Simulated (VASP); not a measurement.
Here is a VASP 6.6.1 calculation.

Contents of INCAR:

```
SYSTEM = Nb
PREC = Accurate ; ENCUT = 520
EDIFF = 1E-6 ; ISMEAR = -1
SIGMA = 0.1 ; LREAL = .False.
LASPH = .True. ; NELM = 60
ALGO = Normal ; ISIF = 2
LWAVE = .False. ; LCHARG = .False.
NBANDS = 12
```

File KPOINTS:

```
Automatic mesh
0
Gamma
  15 15 15
  0 0 0
```

POSCAR

```
Nb
1.0
    0.0000000000      2.0143816181      2.0143816181
    2.0143816181      0.0000000000      2.0143816181
    2.0143816181      2.0143816181      0.0000000000
Nb
1
Direct
    0.0000000000      0.0000000000      0.0000000000
```

Potentials or basis: VASP PAW LDA potentials, release 64 (Nb_sv).

Run with:

```console
$ cat potpaw_LDA.64/Nb_sv/POTCAR > POTCAR
$ mpirun -np 1 vasp_std > vasp.out
```

(1) Estimate the pressure.

## Answers

(1) 16.9 GPa.
